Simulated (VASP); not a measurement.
TiC: single point with PBE

Crystal: TiC.

```
CELL_PARAMETERS angstrom
0.00000 2.16400 2.16400
2.16400 0.00000 2.16400
2.16400 2.16400 0.00000
ATOMIC_POSITIONS crystal
Ti 0.96534 0.96534 0.03466
C 0.50000 0.50000 0.50000
```

This cell differs from its parent crystal: all Ti atoms moved +0.150 Å, as atom 1 towards its neighbour atom 2 (C) at 2.164 Å.

| Item | Value |
| --- | --- |
| Program | VASP 6.6.1 |
| Task | single point |
| Functional | PBE |
| Potentials or basis | VASP PAW PBE potentials, release 64 (Ti_sv, C) |
| Cutoff | 520 eV |
| k mesh | 18 × 18 × 18 |
| Occupations | gaussian, width 0.15 eV |
| Spin | no spin polarisation |
| Dipole correction | no |
| Further INCAR settings | ALGO = Normal; EDIFF = 1e-06; NBANDS = 15 |

| Item | Value |
| --- | --- |
| Pressure | 3.8 GPa |
| Largest force | 1.396 eV/Å |
| Band gap on the k mesh | zero (bands 8 and 9 overlap by 1.21 eV) |

Forces on the atoms (eV/Å):
```
Ti   0.000  0.000  1.396
C    0.000  0.000 -1.396
```

Stress tensor (GPa, compression positive):
```
1.53 0.00 0.00
0.00 1.53 0.00
0.00 0.00 8.27
```

Levels at points of the mesh, in eV from the Fermi level:
| k point | band 6 | band 7 | band 8 | band 9 | band 10 | band 11 |
| --- | --- | --- | --- | --- | --- | --- |
| (0.00, 0.00, 0.00) | 0.09 | 0.09 | 0.41 | 0.63 | 1.66 | 2.22 |
| (0.50, 0.00, 0.00) | -5.89 | -2.95 | -2.92 | 2.82 | 2.87 | 4.05 |
| (0.50, 0.50, 0.00) | -3.41 | -1.70 | -0.10 | -0.10 | 2.66 | 3.46 |
| (0.00, 0.50, 0.50) | -3.50 | -2.17 | -0.24 | 0.47 | 2.90 | 3.45 |

Run time: 2.8 min on 1 thread of Intel Xeon 8259CL, with other jobs on the host, peak memory 0.26 GiB.

Caveat: the cell differs from its parent crystal (all Ti atoms moved +0.150 Å, as atom 1 towards its neighbour atom 2 (C) at 2.164 Å); the stress differs along the axes, from 2 to 8 GPa; forces of over 1 eV/Å act on the atoms, so gaps and moduli don't describe the material at rest.
